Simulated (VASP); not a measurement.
# GaAs (Fm-3m) in VASP: settings compared

Aim: see how the results for GaAs move with the level of theory and the settings. Levels: HSE06, PBE-based screened hybrid. Tasks: single point.

All numbers are computed with VASP 6.6.1; they aren't measurements. Logs are shortened: lines on timing, memory, paths and dates and some standing lists are left out, and cuts for length are marked.

## Step 1: The cell of the first run

The structure is cubic, space group Fm-3m (No. 225). Conventional cell: a = 5.329 Å, b = 5.329 Å, c = 5.329 Å, α = 90.00°, β = 90.00°, γ = 90.00°. Within 3.5 Å of Ga (site symmetry m-3m) lie 6 As at 2.66 Å. As (site symmetry m-3m) has 6 Ga at 2.66 Å within 3.5 Å.

## Step 2: Single point, HSE06

POSCAR reads:

```
GaAs
1.0
    0.0000000000      2.6645247171      2.6645247171
    2.6645247171      0.0000000000      2.6645247171
    2.6645247171      2.6645247171      0.0000000000
Ga As
1 1
Direct
    0.0000000000      0.0000000000      0.0000000000
    0.5000000000      0.5000000000      0.5000000000
```

INCAR.step1 reads:

```
SYSTEM = GaAs
PREC = Accurate
ENCUT = 520
EDIFF = 1E-5
ISMEAR = -1
SIGMA = 0.02
LREAL = .FALSE.
LASPH = .TRUE.
NELM = 100
ALGO = Normal
ISIF = 2
LWAVE = .TRUE.
NBANDS = 16
GGA = PE
```

INCAR.step2 reads:

```
SYSTEM = GaAs
PREC = Accurate
ENCUT = 520
EDIFF = 1E-6
ISMEAR = -1
SIGMA = 0.02
LREAL = .FALSE.
LASPH = .TRUE.
NELM = 100
ALGO = Normal
ISIF = 2
LWAVE = .FALSE.
LCHARG = .TRUE.
GGA = PE
LHFCALC = .TRUE.
HFSCREEN = 0.2079
PRECFOCK = Normal
LELF = .TRUE.
LVHAR = .TRUE.
NBANDS = 16
ISTART = 1
```

KPOINTS reads:

```
regular mesh
0
G
  4 4 4
  0 0 0
```

Potentials or basis: VASP PAW PBE potentials, release 64 (Ga_d, As).

Command:

```console
cat potpaw_PBE.64/Ga_d/POTCAR potpaw_PBE.64/As/POTCAR > POTCAR
cp INCAR.step1 INCAR
mpirun -np 1 vasp_std > vasp.out
cp INCAR.step2 INCAR
mpirun -np 1 vasp_std > vasp.out
```

OUTCAR:

```text
SYSTEM = GaAs
   PREC = Accurate
   ENCUT = 520
   EDIFF = 1E-6
   ISMEAR = -1
   LREAL = .FALSE.
   LASPH = .TRUE.
   NELM = 100
   ISIF = 2
   GGA = PE
   LHFCALC = .TRUE.
   HFSCREEN = 0.2079
   PRECFOCK = Normal
   ISTART = 1

 ion  position               nearest neighbor table
   1  0.000  0.000  0.000-   2 2.66   2 2.66   2 2.66   2 2.66   2 2.66   2 2.66
   2  0.500  0.500  0.500-   1 2.66   1 2.66   1 2.66   1 2.66   1 2.66   1 2.66

  LATTYP: Found a face centered cubic cell.
 ALAT       =     5.3290494342

  Lattice vectors:

 A1 = (   0.0000000000,   2.6645247171,   2.6645247171)
 A2 = (   2.6645247171,   0.0000000000,   2.6645247171)
 A3 = (   2.6645247171,   2.6645247171,   0.0000000000)

Analysis of symmetry for initial positions (statically):
=====================================================================
 Subroutine PRICEL returns:
 Original cell was already a primitive cell.

 Routine SETGRP: Setting up the symmetry group for a
 face centered cubic supercell.

 Subroutine GETGRP returns: Found 48 space group operations
 (whereof 48 operations were pure point group operations)
 out of a pool of 48 trial point group operations.

The static configuration has the point symmetry O_h .

Analysis of symmetry for dynamics (positions and initial velocities):
=====================================================================
 Subroutine PRICEL returns:
 Original cell was already a primitive cell.

 Routine SETGRP: Setting up the symmetry group for a
 face centered cubic supercell.

 Subroutine GETGRP returns: Found 48 space group operations
 (whereof 48 operations were pure point group operations)
 out of a pool of 48 trial point group operations.

The dynamic configuration has the point symmetry O_h .

 Subroutine INISYM returns: Found 48 space group operations
 (whereof 48 operations are pure point group operations),
 and found     1 'primitive' translations

----------------------------------------------------------------------------------------

                                     Primitive cell

  volume of cell :      37.8346

  direct lattice vectors                    reciprocal lattice vectors
     0.000000000  2.664524717  2.664524717    -0.187650727  0.187650727  0.187650727
     2.664524717  0.000000000  2.664524717     0.187650727 -0.187650727  0.187650727
     2.664524717  2.664524717  0.000000000     0.187650727  0.187650727 -0.187650727

  length of vectors
     3.768206992  3.768206992  3.768206992     0.325020593  0.325020593  0.325020593

  position of ions in fractional coordinates (direct lattice)
     0.000000000  0.000000000  0.000000000
     0.500000000  0.500000000  0.500000000

  ion indices of the primitive-cell ions
   primitive index   ion index
                 1           1
                 2           2

----------------------------------------------------------------------------------------

 KPOINTS: regular mesh

Automatic generation of k-mesh.
 Grid dimensions read from file:
 generate k-points for:    4    4    4

 Generating k-lattice:

  Cartesian coordinates                     Fractional coordinates (reciprocal lattice)
    -0.046912682  0.046912682  0.046912682     0.250000000  0.000000000  0.000000000
     0.046912682 -0.046912682  0.046912682     0.000000000  0.250000000  0.000000000
     0.046912682  0.046912682 -0.046912682     0.000000000  0.000000000  0.250000000

  Length of vectors
     0.081255148  0.081255148  0.081255148

  Shift w.r.t. Gamma in fractional coordinates (k-lattice)
     0.000000000  0.000000000  0.000000000

 Subroutine IBZKPT returns following result:
 ===========================================

 Found      8 irreducible k-points:

 Following reciprocal coordinates:
            Coordinates               Weight
  0.000000  0.000000  0.000000      1.000000
  0.250000  0.000000  0.000000      8.000000
  0.500000  0.000000  0.000000      4.000000
  0.250000  0.250000  0.000000      6.000000
  0.500000  0.250000  0.000000     24.000000
 -0.250000  0.250000  0.000000     12.000000
  0.500000  0.500000  0.000000      3.000000
 -0.250000  0.500000  0.250000      6.000000
   k-points           NKPTS =      8   k-points in BZ     NKDIM =     64   number of bands    NBANDS=     16
   number of dos      NEDOS =    301   number of ions     NIONS =      2
   total plane-waves  NPLWV =  21952
   dimension x,y,z NGX =    28 NGY =   28 NGZ =   28
   dimension x,y,z NGXF=    56 NGYF=   56 NGZF=   56
   ions per type =               1   1
   NGX,Y,Z   is equivalent  to a cutoff of  12.35, 12.35, 12.35 a.u.
   NGXF,Y,Z  is equivalent  to a cutoff of  24.71, 24.71, 24.71 a.u.
 SYSTEM =  GaAs
   PREC   = accura    normal or accurate (medium, high low for compatibility)
   ISTART =      1    job   : 0-new  1-cont  2-samecut
   ICHARG =      0    charge: 1-file 2-atom 10-const
   ISPIN  =      1    spin polarized calculation?
   LNONCOLLINEAR =      F non collinear calculations
   LSORBIT =      F    spin-orbit coupling
   LASPH  =      T    aspherical Exc in radial PAW
   ENCUT  =  520.0 eV  38.22 Ry    6.18 a.u.   7.01  7.01  7.01*2*pi/ulx,y,z
   NELM   =    100;   NELMIN=  2; NELMDL=  0     # of ELM steps
   EDIFF  = 0.1E-05   stopping-criterion for ELM
   LREAL  =      F    real-space projection
   EDIFFG = 0.1E-04   stopping-criterion for IOM
   NSW    =      0    number of steps for IOM
   IBRION =     -1    ionic relax: 0-MD 1-quasi-New 2-CG
   NFREE  =      0    steps in history (QN), initial steepest desc. (CG)
   ISIF   =      2    stress and relaxation
   ISYM   =      3    0-nonsym 1-usesym 2-fastsym
   POTIM  = 0.5000    time-step for ionic-motion
   TEBEG  =    0.0;   TEEND  =   0.0 temperature during run
   PSTRESS=    0.0 pullay stress
   NELECT =      18.0000    total number of electrons
   NUPDOWN=      -1.0000    fix difference up-down
   EMIN   =  10.00;   EMAX   =-10.00  energy-range for DOS
   EFERMI =   0.00;   METHOD = LEGACY
   ISMEAR =    -1;   SIGMA  =   0.02  broadening in eV -4-tet -1-fermi 0-gaus
   EFERMI_NEDOS =   21; number of points for ismear=-14 and -15
   IALGO  =     38    algorithm
   IMIX   =      1    mixing-type and parameters
     AMIX     =   0.40;   BMIX     =  1.00
     AMIX_MAG =   1.60;   BMIX_MAG =  1.00
  volume/ion in A,a.u.               =      18.92       127.66
  Fermi-wavevector in a.u.,A,eV,Ry     =   1.278015  2.415098 22.222696  1.633322
  Thomas-Fermi vector in A             =   2.410582
   LORBIT       =      0    0 simple, 1 ext, 2 COOP (PROOUT), +10 PAW based schemes
   GGA     = PE    functional components
   LHFCALC =     T    Hartree Fock is set to
   PRECFOCK=normal    Normal, Fast or Accurate (Low or Medium for compatibility)
   ENCUT4O =  -1.0   cutoff for four orbital integrals eV
   NKREDX  =     1    reduce k-point grid by
   NKREDY  =     1    reduce k-point grid by
   NKREDZ  =     1    reduce k-point grid by
   AEXX    =    0.2500 exact exchange contribution
   HFSCREEN=    0.2079 screening length (either q_TF or 0.3 A-1)
   HFSCREENC=   0.2079 screening length for correlation (either q_TF or 0.3 A-1)
   ENCUTFOCK=  -1.0 apply spherical cutoff to Coloumb kernel
   IVDW    =     0    specifies the selected vdW correction
   LEPSILON=     F    determine dielectric tensor
   LRPA    =     F    only Hartree local field effects (RPA)
 non-spin polarized calculation
  energy-cutoff  :      520.00
  volume of cell :       37.83
 maximum number of plane-waves:      1036
  NGX = 24; NGY = 24; NGZ = 24

 number of electron      17.9999983 magnetization

 Free energy of the ion-electron system (eV)
  ---------------------------------------------------
  ext. energy  EPLUGINS =         0.00000000
  ---------------------------------------------------
  free energy    TOTEN  =        -8.49011208 eV

  energy without entropy =       -8.48230730  energy(sigma->0) =       -8.48620969

 E-fermi :   5.5629     XC(G=0):  -8.8763

 val. band max:        5.3954820422   @ k =   0.2500   0.0000   0.0000
 cond. band min:       5.5897673830   @ k =   0.5000   0.2500   0.0000
 fundamental gap:      0.1942853408
 Fermi energy:         5.5629252052

 k-point     1 :       0.0000    0.0000    0.0000
  band No.  band energies     occupation
      1     -12.4428      2.00000
      2     -12.4428      2.00000
      3     -12.4137      2.00000
      4     -12.4137      2.00000
      5     -12.4137      2.00000
      6      -9.4221      2.00000
[... 8 lines left out ...]
     15      14.1524      0.00000
     16      14.1524      0.00000

 k-point     2 :       0.2500    0.0000    0.0000
  band No.  band energies     occupation
      1     -12.4569      2.00000
      2     -12.4569      2.00000
      3     -12.4156      2.00000
      4     -12.4003      2.00000
      5     -12.4003      2.00000
      6      -8.4819      2.00000
[... 8 lines left out ...]
     15      15.3895      0.00000
     16      15.3895      0.00000

 k-point     3 :       0.5000    0.0000    0.0000
  band No.  band energies     occupation
      1     -12.4728      2.00000
      2     -12.4728      2.00000
      3     -12.4191      2.00000
      4     -12.3851      2.00000
      5     -12.3851      2.00000
      6      -6.7161      2.00000
[... 8 lines left out ...]
     15      19.9303      0.00000
     16      19.9303      0.00000

 k-point     4 :       0.2500    0.2500    0.0000
  band No.  band energies     occupation
      1     -12.5011      2.00000
      2     -12.4339      2.00000
      3     -12.4243      2.00000
      4     -12.3934      2.00000
      5     -12.3934      2.00000
      6      -8.1416      2.00000
[... 8 lines left out ...]
     15      17.8796      0.00000
     16      18.2470      0.00000

 k-point     5 :       0.5000    0.2500    0.0000
  band No.  band energies     occupation
      1     -12.5273      2.00000
      2     -12.4479      2.00000
      3     -12.4187      2.00000
      4     -12.3885      2.00000
      5     -12.3792      2.00000
      6      -6.3658      2.00000
[... 8 lines left out ...]
     15      19.9107      0.00000
     16      20.3506      0.00000

 k-point     6 :      -0.2500    0.2500    0.0000
  band No.  band energies     occupation
      1     -12.4864      2.00000
      2     -12.4663      2.00000
      3     -12.4072      2.00000
      4     -12.3975      2.00000
      5     -12.3908      2.00000
      6      -7.0472      2.00000
[... 8 lines left out ...]
     15      17.0528      0.00000
     16      18.7983      0.00000

 k-point     7 :       0.5000    0.5000    0.0000
  band No.  band energies     occupation
      1     -12.5838      2.00000
      2     -12.4349      2.00000
      3     -12.4251      2.00000
      4     -12.3706      2.00000
      5     -12.3706      2.00000
      6      -5.7312      2.00000
[... 8 lines left out ...]
     15      20.1031      0.00000
     16      22.7093      0.00000

 k-point     8 :      -0.2500    0.5000    0.2500
  band No.  band energies     occupation
      1     -12.5441      2.00000
      2     -12.4501      2.00000
      3     -12.4048      2.00000
      4     -12.4048      2.00000
      5     -12.3706      2.00000
      6      -5.5350      2.00000
[... 8 lines left out ...]
     15      18.2788      0.00000
     16      22.8712      0.00000

------------------------ aborting loop because EDIFF is reached ----------------------------------------

  FORCE on cell =-STRESS in cart. coord.  units (eV):
  Direction    XX          YY          ZZ          XY          YZ          ZX
  --------------------------------------------------------------------------------------
  -------------------------------------------------------------------------------------
  Total        0.1737574      0.1737574      0.1737574      0.0000000     -0.0000000      0.0000000
  in kB        7.3580816      7.3580816      7.3580816      0.0000000     -0.0000000      0.0000000
  external PRESSURE =       7.3580816 kB  Pullay stress =       0.0000000 kB

 VOLUME and BASIS-vectors are now :
 -----------------------------------------------------------------------------
  energy-cutoff  :      520.00
  volume of cell :       37.83
      direct lattice vectors                 reciprocal lattice vectors
     0.000000000  2.664524717  2.664524717    -0.187650727  0.187650727  0.187650727
     2.664524717  0.000000000  2.664524717     0.187650727 -0.187650727  0.187650727
     2.664524717  2.664524717  0.000000000     0.187650727  0.187650727 -0.187650727

 POSITION                                       TOTAL-FORCE (eV/Angst)
 -----------------------------------------------------------------------------------
      0.00000      0.00000      0.00000         0.000000      0.000000     -0.000000
      2.66452      2.66452      2.66452         0.000000     -0.000000      0.000000
 -----------------------------------------------------------------------------------
    total drift:                                0.000000     -0.000000     -0.000001

  FREE ENERGIE OF THE ION-ELECTRON SYSTEM (eV)
  ---------------------------------------------------
  free  energy   TOTEN  =        -8.4901120829 eV

  energy  without entropy=       -8.4823073010  energy(sigma->0) =       -8.48620969
```

Wall time 10 min (1 thread of Intel Xeon 6975P-C, shared host); peak memory 0.28 GiB.

Results:

```yaml
Free_energy: -8.4901 eV
Pressure: 0.7 GPa
Band_gap_on_the_k_mesh: zero (band 9 reaches 5.67 eV, above the bottom of band 10 at 2.41 eV)
```

Caveat: the k points lie up to 0.51 Å⁻¹ apart; the PAW data sets were made with another functional, which shifts forces and pressure a little.

## Step 3: Single point, PBE-based screened hybrid

POSCAR is that of step 2.

INCAR.step1 reads:

```
SYSTEM = GaAs
PREC = Accurate
ENCUT = 520
EDIFF = 1E-5
ISMEAR = -1
SIGMA = 0.02
LREAL = .False.
LASPH = .True.
NELM = 100
ALGO = Normal
ISIF = 2
LWAVE = .True.
LCHARG = .False.
GGA = PE
NBANDS = 16
```

INCAR.step2 reads:

```
SYSTEM = GaAs
PREC = Accurate
ENCUT = 520
EDIFF = 1E-6
ISMEAR = -1
SIGMA = 0.02
LREAL = .False.
LASPH = .True.
NELM = 100
ALGO = Normal
ISIF = 2
LWAVE = .False.
LCHARG = .False.
GGA = PE
LHFCALC = .True.
AEXX = 0.5
HFSCREEN = 0.3
PRECFOCK = Normal
ISTART = 1
NBANDS = 16
```

KPOINTS reads:

```
regular mesh
0
Gamma
  4 4 4
  0 0 0
```

Potentials or basis: VASP PAW PBE potentials, release 64 (Ga_d, As).

Command:

```console
cat potpaw_PBE.64/Ga_d/POTCAR potpaw_PBE.64/As/POTCAR > POTCAR
cp INCAR.step1 INCAR
mpirun -np 1 vasp_std > vasp.out
cp INCAR.step2 INCAR
mpirun -np 1 vasp_std > vasp.out
```

OUTCAR:

```text
SYSTEM = GaAs
   PREC = Accurate
   ENCUT = 520
   EDIFF = 1E-6
   ISMEAR = -1
   LREAL = .False.
   LASPH = .True.
   NELM = 100
   ISIF = 2
   GGA = PE
   LHFCALC = .True.
   AEXX = 0.5
   HFSCREEN = 0.3
   PRECFOCK = Normal
   ISTART = 1

 ion  position               nearest neighbor table
   1  0.000  0.000  0.000-   2 2.66   2 2.66   2 2.66   2 2.66   2 2.66   2 2.66
   2  0.500  0.500  0.500-   1 2.66   1 2.66   1 2.66   1 2.66   1 2.66   1 2.66

  LATTYP: Found a face centered cubic cell.
 ALAT       =     5.3290494342

  Lattice vectors:

 A1 = (   0.0000000000,   2.6645247171,   2.6645247171)
 A2 = (   2.6645247171,   0.0000000000,   2.6645247171)
 A3 = (   2.6645247171,   2.6645247171,   0.0000000000)

Analysis of symmetry for initial positions (statically):
=====================================================================
 Subroutine PRICEL returns:
 Original cell was already a primitive cell.

 Routine SETGRP: Setting up the symmetry group for a
 face centered cubic supercell.

 Subroutine GETGRP returns: Found 48 space group operations
 (whereof 48 operations were pure point group operations)
[... 152 lines left out ...]
  energy without entropy =       -9.53806183  energy(sigma->0) =       -9.53938647

 E-fermi :   5.4663     XC(G=0):  -7.2894

 val. band max:        5.4285911308   @ k =   0.5000   0.0000   0.0000
 cond. band min:       5.4758986661   @ k =   0.5000   0.0000   0.0000
 fundamental gap:      0.0473075353
 Fermi energy:         5.4662522558

 k-point     1 :       0.0000    0.0000    0.0000
  band No.  band energies     occupation
      1     -15.3645      2.00000
      2     -15.3645      2.00000
      3     -15.3205      2.00000
      4     -15.3190      2.00000
      5     -15.3177      2.00000
      6     -10.6683      2.00000
[... 129 lines left out ...]
      3     -15.3113      2.00000
      4     -15.3098      2.00000
      5     -15.2803      2.00000
      6      -6.4460      2.00000
[... 8 lines left out ...]
     15      19.0121      0.00000
     16      23.5060      0.00000

------------------------ aborting loop because EDIFF is reached ----------------------------------------

  FORCE on cell =-STRESS in cart. coord.  units (eV):
  Direction    XX          YY          ZZ          XY          YZ          ZX
  --------------------------------------------------------------------------------------
  -------------------------------------------------------------------------------------
  Total       -0.4782401     -0.4782401     -0.4782401     -0.0000000      0.0000000     -0.0000000
  in kB      -20.2519702    -20.2519702    -20.2519702     -0.0000000      0.0000000     -0.0000000
  external PRESSURE =     -20.2519702 kB  Pullay stress =       0.0000000 kB

 VOLUME and BASIS-vectors are now :
 -----------------------------------------------------------------------------
  energy-cutoff  :      520.00
  volume of cell :       37.83
      direct lattice vectors                 reciprocal lattice vectors
     0.000000000  2.664524717  2.664524717    -0.187650727  0.187650727  0.187650727
     2.664524717  0.000000000  2.664524717     0.187650727 -0.187650727  0.187650727
     2.664524717  2.664524717  0.000000000     0.187650727  0.187650727 -0.187650727

 POSITION                                       TOTAL-FORCE (eV/Angst)
 -----------------------------------------------------------------------------------
      0.00000      0.00000      0.00000        -0.000000      0.000000      0.000000
      2.66452      2.66452      2.66452         0.000000     -0.000000     -0.000000
 -----------------------------------------------------------------------------------
    total drift:                                0.000012      0.000015      0.000015

  FREE ENERGIE OF THE ION-ELECTRON SYSTEM (eV)
  ---------------------------------------------------
  free  energy   TOTEN  =        -9.5407111096 eV

  energy  without entropy=       -9.5380618288  energy(sigma->0) =       -9.53938647
```

OSZICAR.step1:

```text
N       E                     dE             d eps       ncg     rms          rms(c)
DAV:   1     0.820953435120E+02    0.82095E+02   -0.89207E+03   256   0.160E+03
DAV:   2    -0.142007996841E+01   -0.83515E+02   -0.79709E+02   296   0.325E+02
DAV:   3    -0.716237278403E+01   -0.57423E+01   -0.57029E+01   304   0.630E+01
DAV:   4    -0.723652138451E+01   -0.74149E-01   -0.74137E-01   328   0.805E+00
DAV:   5    -0.723743676054E+01   -0.91538E-03   -0.91536E-03   296   0.805E-01    0.245E+00
DAV:   6    -0.715935784861E+01    0.78079E-01   -0.23527E-01   344   0.849E+00    0.150E+00
DAV:   7    -0.715160362017E+01    0.77542E-02   -0.21254E-02   392   0.198E+00    0.869E-01
DAV:   8    -0.715323446146E+01   -0.16308E-02   -0.80403E-03   280   0.554E-01    0.234E-01
DAV:   9    -0.715240645964E+01    0.82800E-03   -0.22462E-03   368   0.594E-01    0.651E-02
DAV:  10    -0.715241068555E+01   -0.42259E-05   -0.17027E-04   312   0.152E-01    0.469E-02
DAV:  11    -0.715236172274E+01    0.48963E-04   -0.42870E-05   336   0.539E-02    0.111E-02
DAV:  12    -0.715235920247E+01    0.25203E-05   -0.16724E-05   224   0.280E-02
   1 F= -.71523592E+01 E0= -.71451204E+01  d E =-.144777E-01
```

Run time: 20 min. Hardware: 1 thread of Intel Xeon 6975P-C, shared host; peak memory 0.28 GiB.

Results:

```
Free energy            : -9.5407 eV
Pressure               : -2.0 GPa
Band gap on the k mesh : zero (band 9 reaches 5.48 eV, above the bottom of band 10 at 2.08 eV)
```

Levels at points of the mesh, in eV from the Fermi level:
```
           k point  band 7  band 8  band 9  band 10  band 11  band 12
(0.00, 0.00, 0.00)   -0.26   -0.24   -0.23     1.20     8.08     8.08
(0.50, 0.00, 0.00)   -9.41   -0.04    0.01     3.48     3.49     3.53
(0.50, 0.50, 0.00)   -6.95   -3.74   -3.40    -3.38     3.99    12.14
```

Caveat: the k points lie up to 0.51 Å⁻¹ apart; the PAW data sets were made with another functional, which shifts forces and pressure a little.
